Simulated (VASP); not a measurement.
# AlNi (P4/mmm) in VASP: notebook

The runs below take AlNi through single point, with PBEsol.

Everything below comes from runs of VASP 6.6.1. Logs are shortened: lines on timing, memory, paths and dates and some standing lists are left out, and cuts for length are marked.

### Step 1. The cell of the first run

It takes space group P4/mmm (No. 123, tetragonal). Conventional cell: a = 2.873 Å, b = 2.873 Å, c = 2.812 Å, α = 90.00°, β = 90.00°, γ = 90.00°. Within 3.3 Å of Al (site symmetry 4/mmm) lie 8 Ni at 2.47 Å and 6 Al at 2.81 to 2.87 Å. Within 3.3 Å of Ni (site symmetry 4/mmm) lie 8 Al at 2.47 Å and 6 Ni at 2.81 to 2.87 Å.

### Step 2. Single point, PBEsol (uniaxial strain along c: -2.0 %)

The input, INCAR:

```
SYSTEM = AlNi
ALGO = Normal
EDIFF = 1E-6
ENCUT = 690
GGA = PS
GGA_COMPAT = .FALSE.
ISIF = 2
ISMEAR = 0
LASPH = .TRUE.
LCHARG = .FALSE.
LREAL = .FALSE.
LWAVE = .FALSE.
NBANDS = 18
NELM = 120
PREC = Accurate
SIGMA = 0.1
```

The input, KPOINTS:

```
k-points
0
G
  14 14 14
  0 0 0
```

The input, POSCAR:

```
AlNi
1.0
    2.8728978914      0.0000000000      0.0000000000
    0.0000000000      2.8728978914      0.0000000000
    0.0000000000      0.0000000000      2.8120207083
Al Ni
1 1
Direct
    0.0000000000      0.0000000000      0.0000000000
    0.5000000000      0.5000000000      0.5000000000
```

Potentials or basis: VASP PAW PBE potentials, release 64 (Al, Ni_sv_GW).

Command:

```sh
$ cat potpaw_PBE.64/Al/POTCAR potpaw_PBE.64/Ni_sv_GW/POTCAR > POTCAR
$ mpirun -np 1 vasp_std > vasp.out
```

OUTCAR:

```text
SYSTEM = AlNi
   EDIFF = 1E-6
   ENCUT = 690
   GGA = PS
   ISIF = 2
   ISMEAR = 0
   LASPH = .TRUE.
   LREAL = .FALSE.
   NELM = 120
   PREC = Accurate

 ion  position               nearest neighbor table
   1  0.000  0.000  0.000-   2 2.47   2 2.47   2 2.47   2 2.47   2 2.47   2 2.47   2 2.47   2 2.47

   2  0.500  0.500  0.500-   1 2.47   1 2.47   1 2.47   1 2.47   1 2.47   1 2.47   1 2.47   1 2.47

  LATTYP: Found a simple tetragonal cell.
 ALAT       =     2.8728978914
 C/A-ratio  =     0.9788098340

  Lattice vectors:

 A1 = (   2.8728978914,   0.0000000000,   0.0000000000)
 A2 = (   0.0000000000,   2.8728978914,   0.0000000000)
 A3 = (   0.0000000000,   0.0000000000,   2.8120207083)

Analysis of symmetry for initial positions (statically):
=====================================================================
 Subroutine PRICEL returns:
 Original cell was already a primitive cell.

 Routine SETGRP: Setting up the symmetry group for a
 simple tetragonal supercell.

 Subroutine GETGRP returns: Found 16 space group operations
 (whereof 16 operations were pure point group operations)
 out of a pool of 16 trial point group operations.

The static configuration has the point symmetry D_4h.

Analysis of symmetry for dynamics (positions and initial velocities):
=====================================================================
 Subroutine PRICEL returns:
 Original cell was already a primitive cell.

 Routine SETGRP: Setting up the symmetry group for a
 simple tetragonal supercell.

 Subroutine GETGRP returns: Found 16 space group operations
 (whereof 16 operations were pure point group operations)
 out of a pool of 16 trial point group operations.

The dynamic configuration has the point symmetry D_4h.

 Subroutine INISYM returns: Found 16 space group operations
 (whereof 16 operations are pure point group operations),
 and found     1 'primitive' translations

----------------------------------------------------------------------------------------

                                     Primitive cell

  volume of cell :      23.2091

  direct lattice vectors                    reciprocal lattice vectors
     2.872897891  0.000000000  0.000000000     0.348080592  0.000000000  0.000000000
     0.000000000  2.872897891  0.000000000     0.000000000  0.348080592  0.000000000
     0.000000000  0.000000000  2.812020708     0.000000000  0.000000000  0.355616158

  length of vectors
     2.872897891  2.872897891  2.812020708     0.348080592  0.348080592  0.355616158

  position of ions in fractional coordinates (direct lattice)
     0.000000000  0.000000000  0.000000000
     0.500000000  0.500000000  0.500000000

  ion indices of the primitive-cell ions
[... 73 lines left out ...]
   ENCUT  =  690.0 eV  50.71 Ry    7.12 a.u.   6.15  6.15  6.02*2*pi/ulx,y,z
   NELM   =    120;   NELMIN=  2; NELMDL= -5     # of ELM steps
   EDIFF  = 0.1E-05   stopping-criterion for ELM
   LREAL  =      F    real-space projection
   EDIFFG = 0.1E-04   stopping-criterion for IOM
   NSW    =      0    number of steps for IOM
   IBRION =     -1    ionic relax: 0-MD 1-quasi-New 2-CG
   NFREE  =      0    steps in history (QN), initial steepest desc. (CG)
   ISIF   =      2    stress and relaxation
   ISYM   =      2    0-nonsym 1-usesym 2-fastsym
   POTIM  = 0.5000    time-step for ionic-motion
   TEBEG  =    0.0;   TEEND  =   0.0 temperature during run
   PSTRESS=    0.0 pullay stress
   NELECT =      21.0000    total number of electrons
   NUPDOWN=      -1.0000    fix difference up-down
   EMIN   =  10.00;   EMAX   =-10.00  energy-range for DOS
   EFERMI =   0.00;   METHOD = LEGACY
   ISMEAR =     0;   SIGMA  =   0.10  broadening in eV -4-tet -1-fermi 0-gaus
   EFERMI_NEDOS =   21; number of points for ismear=-14 and -15
   IALGO  =     38    algorithm
   IMIX   =      4    mixing-type and parameters
     AMIX     =   0.40;   BMIX     =  1.00
     AMIX_MAG =   1.60;   BMIX_MAG =  1.00
  volume/ion in A,a.u.               =      11.60        78.31
  Fermi-wavevector in a.u.,A,eV,Ry     =   1.583416  2.992222 34.112601  2.507205
  Thomas-Fermi vector in A             =   2.683190
   LORBIT       =      0    0 simple, 1 ext, 2 COOP (PROOUT), +10 PAW based schemes
   GGA     = PS    functional components
   LHFCALC =     F    Hartree Fock is set to
   AEXX    =    0.0000 exact exchange contribution
   IVDW    =     0    specifies the selected vdW correction
   LEPSILON=     F    determine dielectric tensor
   LRPA    =     F    only Hartree local field effects (RPA)
 non-spin polarized calculation
 Gauss-broadening in eV      SIGMA  =   0.10
  energy-cutoff  :      690.00
  volume of cell :       23.21
 maximum number of plane-waves:       976
 NGX is ok and might be reduce to    28
   NGX = 13   NGY = 13   NGZ = 13

 number of electron      20.9999981 magnetization

 Free energy of the ion-electron system (eV)
  ---------------------------------------------------
  ext. energy  EPLUGINS =         0.00000000
  ---------------------------------------------------
  free energy    TOTEN  =       -12.50790112 eV

  energy without entropy =      -12.50333866  energy(sigma->0) =      -12.50561989

 E-fermi :   9.5546     XC(G=0): -12.6097

 val. band max:        9.5414872263   @ k =   0.5000   0.5000   0.2857
 cond. band min:       9.5558814997   @ k =   0.1429   0.0714   0.3571
 fundamental gap:      0.0143942734
 Fermi energy:         9.5545511084

 k-point     1 :       0.0000    0.0000    0.0000
  band No.  band energies     occupation
      1     -93.5005      2.00000
      2     -54.0485      2.00000
      3     -54.0448      2.00000
      4     -54.0448      2.00000
      5      -1.8095      2.00000
      6       6.1759      2.00000
[... 481 lines left out ...]
      5       1.2463      2.00000
      6       5.1196      2.00000
[... 10 lines left out ...]
     17      26.0735      0.00000
     18      27.4284      0.00000

 [... further k-points ...]
[... 5 lines left out ...]
  --------------------------------------------------------------------------------------
  -------------------------------------------------------------------------------------
  Total        0.1460288      0.1460288      0.3442819      0.0000000      0.0000000      0.0000000
  in kB       10.0806898     10.0806898     23.7665354      0.0000000      0.0000000      0.0000000
  external PRESSURE =      14.6426384 kB  Pullay stress =       0.0000000 kB

 VOLUME and BASIS-vectors are now :
 -----------------------------------------------------------------------------
  energy-cutoff  :      690.00
  volume of cell :       23.21
      direct lattice vectors                 reciprocal lattice vectors
     2.872897891  0.000000000  0.000000000     0.348080592  0.000000000  0.000000000
     0.000000000  2.872897891  0.000000000     0.000000000  0.348080592  0.000000000
     0.000000000  0.000000000  2.812020708     0.000000000  0.000000000  0.355616158

 POSITION                                       TOTAL-FORCE (eV/Angst)
 -----------------------------------------------------------------------------------
      0.00000      0.00000      0.00000         0.000000      0.000000      0.000000
      1.43645      1.43645      1.40601         0.000000      0.000000      0.000000
 -----------------------------------------------------------------------------------
    total drift:                                0.000000      0.000000      0.000000

  FREE ENERGIE OF THE ION-ELECTRON SYSTEM (eV)
  ---------------------------------------------------
  free  energy   TOTEN  =       -12.5079011172 eV

  energy  without entropy=      -12.5033386589  energy(sigma->0) =      -12.50561989
```

stdout:

```text
POSCAR found type information on POSCAR AlNi
 POSCAR found :  2 types and       2 ions
 scaLAPACK will be used
 -----------------------------------------------------------------------------
|                                                                             |
|                                                                             |
|     You enforced a specific xc type in the INCAR file but a different       |
|     I HOPE YOU KNOW WHAT YOU ARE DOING!                                     |
|                                                                             |
 -----------------------------------------------------------------------------

 LDA part: xc-table for (Slater+PW92), standard interpolation
 POSCAR, INCAR and KPOINTS ok, starting setup
 FFT: planning ... GRIDC
 FFT: planning ... GRID_SOFT
 FFT: planning ... GRID
 WAVECAR not read
 entering main loop
```

Run time: 1.8 min. Hardware: 1 thread of AMD EPYC 9R45 (Zen 5), shared host; peak memory 0.32 GiB.

Results:

```
Free energy            : -12.5079 eV
Pressure               : 1.5 GPa
Band gap on the k mesh : zero (an odd number of electrons rules out a gap without spin polarisation)
```

Caveat: the cell differs from its parent crystal (uniaxial strain along c: -2.0 %); the PAW data sets were made with another functional, which shifts forces and pressure a little. Spin polarisation is off, so any magnetic state and its effect on volume and gap are missing.

### Step 3. Single point, PBEsol (uniaxial strain along c: +3.0 %)

The input, INCAR:

```
ALGO = Normal
EDIFF = 1E-6
ENCUT = 690
GGA = PS
GGA_COMPAT = F
ISIF = 2
ISMEAR = 0
LASPH = T
LCHARG = T
LELF = T
LREAL = F
LVHAR = T
LWAVE = F
NBANDS = 18
NELM = 120
PREC = Accurate
SIGMA = 0.1
```

The input, KPOINTS:

```
k-points
0
Gamma
  14 14 14
```

The input, POSCAR:

```
AlNi
1.0
    2.8371653306      0.0000000000      0.0000000000
    0.0000000000      2.8371653306      0.0000000000
    0.0000000000      0.0000000000      2.9554911526
Al Ni
1 1
Direct
    0.0000000000      0.0000000000      0.0000000000
    0.5000000000      0.5000000000      0.5000000000
```

Potentials or basis: VASP PAW PBE potentials, release 64 (Al, Ni_sv_GW).

Command:

```sh
$ cat potpaw_PBE.64/Al/POTCAR potpaw_PBE.64/Ni_sv_GW/POTCAR > POTCAR
$ mpirun -np 1 vasp_std > vasp.out
```

Wall time 76 s (1 thread of Intel Xeon Platinum 8488C (Sapphire Rapids), shared host); peak memory 0.34 GiB.

It converged, with:

```
Free energy            : -12.5034 eV
Pressure               : -1.9 GPa
Band gap on the k mesh : zero (an odd number of electrons rules out a gap without spin polarisation)
```

Stress tensor (GPa, compression positive):
```
-0.95  0.00  0.00
 0.00 -0.95  0.00
 0.00  0.00 -3.76
```

Levels at points of the mesh, in eV from the Fermi level:
| k point | band 9 | band 10 | band 11 | band 12 | band 13 | band 14 |
| --- | --- | --- | --- | --- | --- | --- |
| (0.00, 0.00, 0.00) | -1.57 | -1.46 | 4.55 | 5.99 | 5.99 | 7.92 |
| (0.50, 0.00, 0.00) | -2.18 | -1.47 | -0.54 | 8.23 | 9.15 | 10.32 |
| (0.50, 0.50, 0.00) | -2.20 | -2.20 | -0.94 | 1.71 | 2.79 | 11.68 |
| (0.00, 0.00, 0.50) | -2.18 | -1.39 | -0.84 | 8.29 | 10.35 | 10.35 |
| (0.50, 0.00, 0.50) | -2.04 | -2.01 | -1.05 | 1.35 | 2.42 | 12.67 |
| (0.50, 0.50, 0.50) | -0.92 | 1.90 | 1.99 | 1.99 | 3.77 | 4.37 |

Caveat: the cell differs from its parent crystal (uniaxial strain along c: +3.0 %); the PAW data sets were made with another functional, which shifts forces and pressure a little. Spin polarisation is off, so any magnetic state and its effect on volume and gap are missing.

The gap in the log of VASP goes by the Fermi energy; the results here count the filled bands.